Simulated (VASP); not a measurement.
AlAs (t.b), 2 atoms in the cell. The structure is cubic, space group F-43m (No. 216). Conventional cell: a = 5.728 Å, b = 5.728 Å, c = 5.728 Å, α = 90.00°, β = 90.00°, γ = 90.00°. Within 3.3 Å of Al (site symmetry -43m) lie 4 As at 2.48 Å. Within 3.3 Å of As (site symmetry -43m) lie 4 Al at 2.48 Å. 

```yaml
Program: VASP 6.6.1
Task: single point
Functional: PBE
Potentials_or_basis: VASP PAW PBE potentials, release 64 (Al, As)
Cutoff: 500 eV
k_mesh: 8 × 8 × 8
Occupations: gaussian, width 0.02 eV
Spin: no spin polarisation
Dipole_correction: no
Further_INCAR_settings: ALGO = Normal; EDIFF = 1e-06; NBANDS = 11
```

Potentials or basis: VASP PAW PBE potentials, release 64 (Al, As).

Command:

```sh
$ cat potpaw_PBE.64/Al/POTCAR potpaw_PBE.64/As/POTCAR > POTCAR
$ mpirun -np 1 vasp_std > vasp.out
```

Hardware: 1 thread of Intel(R) Xeon(R) 6975P-C (Granite Rapids) (shared host).

Problem. How long does it take, and how much memory?

Solution. It took 6.9 s on 1 thread of Intel(R) Xeon(R) 6975P-C (Granite Rapids), on a shared host, peak memory 0.16 GiB. Counts: scf iterations 12, k points 29.
